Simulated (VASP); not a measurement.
# Si (a cell with a defect) in VASP: single point with PBEsol

Aim: the single point of Si (a cell with a defect) with PBEsol.

Program: VASP 6.6.1. These are calculated values, not measurements. Logs are shortened: lines on timing, memory, paths and dates and some standing lists are left out, and cuts for length are marked.

### Step 1. The cell of the first run

The cell holds a defect, 17 atoms: a = 7.679 Å, b = 7.679 Å, c = 7.679 Å, α = 60.00°, β = 60.00°, γ = 60.00°.

### Step 2. Single point, PBEsol

Input file INCAR:

```
  PREC = Accurate
  ENCUT = 520
  EDIFF = 1E-6
  ISMEAR = -1
  SIGMA = 0.05
  LREAL = Auto
  LASPH = T
  NELM = 80
  ALGO = Normal
  ISIF = 2
  LWAVE = F
  LCHARG = F
  GGA = PS
  NBANDS = 48
```

Input file KPOINTS:

```
Automatic mesh
0
Gamma
  2 2 2
```

Input file POSCAR:

```
Si
1.0
    0.0000000000      5.4300000000      5.4300000000
    5.4300000000      0.0000000000      5.4300000000
    5.4300000000      5.4300000000      0.0000000000
Si
17
Direct
   -0.0107023020     -0.0015203499     -0.0020216390
    0.0626185083      0.1460190608      0.1456674954
   -0.0106334254     -0.0015579190      0.5142109576
    0.1363778085      0.1107043278      0.6264560773
   -0.0106519337      0.5145646409     -0.0019771639
    0.1362071823      0.6269583794      0.1103005525
    0.0630054328      0.4792538674      0.4788376611
    0.1362313996      0.6269175875      0.6264877532
    0.4413273481      0.0195207182      0.0195168508
    0.6170737569      0.1155122468      0.1152477901
    0.5085962247     -0.0272616022      0.5092984346
    0.6171376611      0.1154039595      0.6520908840
    0.5084494475      0.5094905157     -0.0275054328
    0.6170849908      0.6520383978      0.1153256906
    0.5084890424      0.5093846225      0.5093930939
    0.6843122468      0.6052678637      0.6051059853
    0.5626209945      0.3125128913      0.3123651934
```

Potentials or basis: VASP PAW PBE potentials, release 64 (Si).

Launch:

```bash
> cat potpaw_PBE.64/Si/POTCAR > POTCAR
> mpirun -np 1 vasp_std > vasp.out
```

OUTCAR:

```text
PREC = Accurate
   ENCUT = 520
   EDIFF = 1E-6
   ISMEAR = -1
   LREAL = Auto
   LASPH = T
   NELM = 80
   ISIF = 2
   GGA = PS

 ion  position               nearest neighbor table
   1  0.989  0.998  0.998-   2 2.33   6 2.33   4 2.33  10 2.34
   2  0.063  0.146  0.146-   1 2.33   5 2.33   3 2.33   9 2.37  17 3.13
   3  0.989  0.998  0.514-   2 2.33   8 2.33   4 2.33  12 2.34
   4  0.136  0.111  0.626-   7 2.33   3 2.33   1 2.33  11 2.34
   5  0.989  0.515  0.998-   2 2.33   6 2.33   8 2.33  14 2.34
   6  0.136  0.627  0.110-   7 2.33   1 2.33   5 2.33  13 2.34
   7  0.063  0.479  0.479-   4 2.33   8 2.33   6 2.33  16 2.37  17 3.13
   8  0.136  0.627  0.626-   7 2.33   3 2.33   5 2.33  15 2.34
   9  0.441  0.020  0.020-  12 2.33  10 2.33  14 2.33   2 2.37
  10  0.617  0.116  0.115-   9 2.33   1 2.34  17 2.40  13 2.47  11 2.48
  11  0.509  0.973  0.509-  16 2.33   4 2.34  17 2.40  12 2.48  10 2.48
  12  0.617  0.115  0.652-   9 2.33   3 2.34  17 2.40  15 2.47  11 2.48
  13  0.508  0.509  0.972-  16 2.33   6 2.34  17 2.40  10 2.47  14 2.48
  14  0.617  0.652  0.115-   9 2.33   5 2.34  17 2.40  13 2.48  15 2.48
  15  0.508  0.509  0.509-  16 2.33   8 2.34  17 2.40  12 2.47  14 2.48
  16  0.684  0.605  0.605-  13 2.33  15 2.33  11 2.33   7 2.37
  17  0.563  0.313  0.312-  14 2.40  11 2.40  15 2.40  10 2.40  13 2.40  12 2.40   7 3.13   2 3.13

  LATTYP: Found a face centered cubic cell.
 ALAT       =    10.8600000000

  Lattice vectors:

 A1 = (   0.0000000000,   5.4300000000,   5.4300000000)
 A2 = (   5.4300000000,   0.0000000000,   5.4300000000)
 A3 = (   5.4300000000,   5.4300000000,   0.0000000000)

Analysis of symmetry for initial positions (statically):
=====================================================================
 Subroutine PRICEL returns:
 Original cell was already a primitive cell.

 Routine SETGRP: Setting up the symmetry group for a
 face centered cubic supercell.

 Subroutine GETGRP returns: Found  1 space group operations
 (whereof  1 operations were pure point group operations)
 out of a pool of 48 trial point group operations.

The static configuration has the point symmetry C_1 .

Analysis of symmetry for dynamics (positions and initial velocities):
=====================================================================
 Subroutine PRICEL returns:
 Original cell was already a primitive cell.

 Routine SETGRP: Setting up the symmetry group for a
 face centered cubic supercell.

 Subroutine GETGRP returns: Found  1 space group operations
 (whereof  1 operations were pure point group operations)
 out of a pool of 48 trial point group operations.

The dynamic configuration has the point symmetry C_1 .

 Subroutine INISYM returns: Found  1 space group operations
 (whereof  1 operations are pure point group operations),
 and found     1 'primitive' translations

----------------------------------------------------------------------------------------

                                     Primitive cell

  volume of cell :     320.2060

  direct lattice vectors                    reciprocal lattice vectors
     0.000000000  5.430000000  5.430000000    -0.092081031  0.092081031  0.092081031
     5.430000000  0.000000000  5.430000000     0.092081031 -0.092081031  0.092081031
     5.430000000  5.430000000  0.000000000     0.092081031  0.092081031 -0.092081031

  length of vectors
     7.679179644  7.679179644  7.679179644     0.159489025  0.159489025  0.159489025

  position of ions in fractional coordinates (direct lattice)
     0.989297698  0.998479650  0.997978361
     0.062618508  0.146019061  0.145667495
     0.989366575  0.998442081  0.514210958
     0.136377809  0.110704328  0.626456077
     0.989348066  0.514564641  0.998022836
     0.136207182  0.626958379  0.110300553
[... 9 lines left out ...]
     0.684312247  0.605267864  0.605105985
     0.562620995  0.312512891  0.312365193

  ion indices of the primitive-cell ions
   primitive index   ion index
                 1           1
                 2           2
                 3           3
                 4           4
                 5           5
                 6           6
[... 9 lines left out ...]
                16          16
                17          17

----------------------------------------------------------------------------------------

 KPOINTS: Automatic mesh

Automatic generation of k-mesh.
 Grid dimensions read from file:
 generate k-points for:    2    2    2

 Generating k-lattice:

  Cartesian coordinates                     Fractional coordinates (reciprocal lattice)
    -0.046040516  0.046040516  0.046040516     0.500000000  0.000000000  0.000000000
     0.046040516 -0.046040516  0.046040516     0.000000000  0.500000000  0.000000000
     0.046040516  0.046040516 -0.046040516     0.000000000  0.000000000  0.500000000

  Length of vectors
     0.079744512  0.079744512  0.079744512

  Shift w.r.t. Gamma in fractional coordinates (k-lattice)
     0.000000000  0.000000000  0.000000000

 Subroutine IBZKPT returns following result:
 ===========================================

 Found      8 irreducible k-points:

 Following reciprocal coordinates:
            Coordinates               Weight
  0.000000  0.000000  0.000000      1.000000
  0.500000  0.000000  0.000000      1.000000
  0.000000  0.500000  0.000000      1.000000
  0.000000  0.000000  0.500000      1.000000
  0.500000  0.500000  0.500000      1.000000
  0.500000  0.500000  0.000000      1.000000
  0.000000  0.500000  0.500000      1.000000
  0.500000  0.000000  0.500000      1.000000
   k-points           NKPTS =      8   k-points in BZ     NKDIM =      8   number of bands    NBANDS=     48
   number of dos      NEDOS =    301   number of ions     NIONS =     17
   total plane-waves  NPLWV = 216000
   dimension x,y,z NGX =    60 NGY =   60 NGZ =   60
   dimension x,y,z NGXF=   120 NGYF=  120 NGZF=  120
   ions per type =              17
   NGX,Y,Z   is equivalent  to a cutoff of  12.99, 12.99, 12.99 a.u.
   NGXF,Y,Z  is equivalent  to a cutoff of  25.98, 25.98, 25.98 a.u.
 SYSTEM =  unknown system
   PREC   = accura    normal or accurate (medium, high low for compatibility)
   ISTART =      0    job   : 0-new  1-cont  2-samecut
   ICHARG =      2    charge: 1-file 2-atom 10-const
   ISPIN  =      1    spin polarized calculation?
   LNONCOLLINEAR =      F non collinear calculations
   LSORBIT =      F    spin-orbit coupling
   LASPH  =      T    aspherical Exc in radial PAW
   ENCUT  =  520.0 eV  38.22 Ry    6.18 a.u.  14.28 14.28 14.28*2*pi/ulx,y,z
   NELM   =     80;   NELMIN=  2; NELMDL= -5     # of ELM steps
   EDIFF  = 0.1E-05   stopping-criterion for ELM
   LREAL  =      T    real-space projection
   EDIFFG = 0.1E-04   stopping-criterion for IOM
   NSW    =      0    number of steps for IOM
   IBRION =     -1    ionic relax: 0-MD 1-quasi-New 2-CG
   NFREE  =      0    steps in history (QN), initial steepest desc. (CG)
   ISIF   =      2    stress and relaxation
   ISYM   =      2    0-nonsym 1-usesym 2-fastsym
   POTIM  = 0.5000    time-step for ionic-motion
   TEBEG  =    0.0;   TEEND  =   0.0 temperature during run
   PSTRESS=    0.0 pullay stress
   NELECT =      68.0000    total number of electrons
   NUPDOWN=      -1.0000    fix difference up-down
   EMIN   =  10.00;   EMAX   =-10.00  energy-range for DOS
   EFERMI =   0.00;   METHOD = LEGACY
   ISMEAR =    -1;   SIGMA  =   0.05  broadening in eV -4-tet -1-fermi 0-gaus
   EFERMI_NEDOS =   21; number of points for ismear=-14 and -15
   IALGO  =     38    algorithm
   IMIX   =      4    mixing-type and parameters
     AMIX     =   0.40;   BMIX     =  1.00
     AMIX_MAG =   1.60;   BMIX_MAG =  1.00
  volume/ion in A,a.u.               =      18.84       127.11
  Fermi-wavevector in a.u.,A,eV,Ry     =   0.976715  1.845724 12.979587  0.953973
  Thomas-Fermi vector in A             =   2.107356
   LORBIT       =      0    0 simple, 1 ext, 2 COOP (PROOUT), +10 PAW based schemes
   GGA     = PS    functional components
   LHFCALC =     F    Hartree Fock is set to
   AEXX    =    0.0000 exact exchange contribution
   IVDW    =     0    specifies the selected vdW correction
   LEPSILON=     F    determine dielectric tensor
   LRPA    =     F    only Hartree local field effects (RPA)
 non-spin polarized calculation
  energy-cutoff  :      520.00
  volume of cell :      320.21
 maximum number of plane-waves:      8646
 NGX is ok and might be reduce to    60
   NGX = 29   NGY = 29   NGZ = 29

 number of electron      68.0000000 magnetization

 Free energy of the ion-electron system (eV)
  ---------------------------------------------------
  ext. energy  EPLUGINS =         0.00000000
  ---------------------------------------------------
  free energy    TOTEN  =       -93.64352283 eV

  energy without entropy =      -93.61189235  energy(sigma->0) =      -93.62770759

 E-fermi :   6.5656     XC(G=0):  -9.8251

 val. band max:        6.5504766391   @ k =   0.5000   0.0000   0.0000
 cond. band min:       6.6127020714   @ k =   0.0000   0.0000   0.0000
 fundamental gap:      0.0622254323
 Fermi energy:         6.5656240182

 k-point     1 :       0.0000    0.0000    0.0000
  band No.  band energies     occupation
      1      -6.2761      2.00000
      2      -3.9201      2.00000
      3      -3.6760      2.00000
      4      -3.6759      2.00000
      5      -3.4288      2.00000
      6      -2.5844      2.00000
[... 38 lines left out ...]
     45       8.6226      0.00000
     46       8.7553      0.00000

 k-point     2 :       0.5000    0.0000    0.0000
  band No.  band energies     occupation
      1      -5.8725      2.00000
      2      -4.9297      2.00000
      3      -3.4551      2.00000
      4      -3.4549      2.00000
      5      -3.4114      2.00000
      6      -3.0377      2.00000
[... 286 lines left out ...]
 k-point     8 :       0.5000    0.0000    0.5000
  band No.  band energies     occupation
      1      -5.6646      2.00000
      2      -4.7599      2.00000
      3      -4.1161      2.00000
      4      -3.9302      2.00000
      5      -3.8480      2.00000
      6      -3.6640      2.00000
[... 38 lines left out ...]
     45      10.2790      0.00000
     46      10.3390      0.00000
 [bands above 46 left out]

------------------------ aborting loop because EDIFF is reached ----------------------------------------

  FORCE on cell =-STRESS in cart. coord.  units (eV):
  Direction    XX          YY          ZZ          XY          YZ          ZX
  --------------------------------------------------------------------------------------
  -------------------------------------------------------------------------------------
  Total        5.2799142      5.2682355      5.2913069      0.9081217     -0.9095826      0.9149136
  in kB       26.4184881     26.3600529     26.4754924      4.5438623     -4.5511717      4.5778462
  external PRESSURE =      26.4180112 kB  Pullay stress =       0.0000000 kB

 VOLUME and BASIS-vectors are now :
 -----------------------------------------------------------------------------
  energy-cutoff  :      520.00
  volume of cell :      320.21
      direct lattice vectors                 reciprocal lattice vectors
     0.000000000  5.430000000  5.430000000    -0.092081031  0.092081031  0.092081031
     5.430000000  0.000000000  5.430000000     0.092081031 -0.092081031  0.092081031
     5.430000000  5.430000000  0.000000000     0.092081031  0.092081031 -0.092081031

 POSITION                                       TOTAL-FORCE (eV/Angst)
 -----------------------------------------------------------------------------------
     10.84077     10.79091     10.79363        -0.003264      0.001156      0.000151
      1.58386      1.13099      1.13290         0.000543     -0.000995     -0.002714
      8.21371      8.16443     10.79380        -0.001415      0.002614     -0.000429
      4.00278      4.14219      1.34166         0.000239     -0.000363     -0.003927
      8.21335     10.79142      8.16625        -0.000322     -0.000509      0.001688
      4.00332      1.33854      4.14399        -0.002244     -0.001522     -0.000194
[... 9 lines left out ...]
      6.57233      7.00154      7.00242        -0.002541      0.002973      0.004859
      3.39309      4.75118      4.75198         0.000123      0.000125     -0.000513
 -----------------------------------------------------------------------------------
    total drift:                               -0.001962      0.001638      0.000529

  FREE ENERGIE OF THE ION-ELECTRON SYSTEM (eV)
  ---------------------------------------------------
  free  energy   TOTEN  =       -93.6435228308 eV

  energy  without entropy=      -93.6118923496  energy(sigma->0) =      -93.62770759
```

It took 3.9 min on 1 thread of Intel Xeon Platinum 8488C (Sapphire Rapids), shared host; peak memory 0.46 GiB.

Results:

| Item | Value |
| --- | --- |
| Free energy | -93.6435 eV |
| Pressure | 2.6 GPa |
| Largest force | 0.010 eV/Å |
| Band gap on the k mesh | 0.06 eV |

Forces in eV/Å, atoms in the order of the input:
```
Si  -0.003  0.001  0.000
Si   0.001 -0.001 -0.003
Si  -0.001  0.003  0.000
Si   0.000  0.000 -0.004
Si   0.000 -0.001  0.002
Si  -0.002 -0.002  0.000
Si  -0.003  0.002  0.002
Si   0.001  0.002  0.000
Si   0.005 -0.003 -0.004
Si   0.007 -0.001 -0.001
Si  -0.001  0.000  0.004
Si  -0.001 -0.010  0.002
Si   0.003  0.008 -0.001
Si   0.002 -0.001 -0.002
Si  -0.005 -0.002  0.000
Si  -0.003  0.003  0.005
Si   0.000  0.000 -0.001
```

Caveat: the k points lie up to 0.50 Å⁻¹ apart; semilocal functionals underestimate gaps, and a narrow one can read as zero; the PAW data sets were made with another functional, which shifts forces and pressure a little.
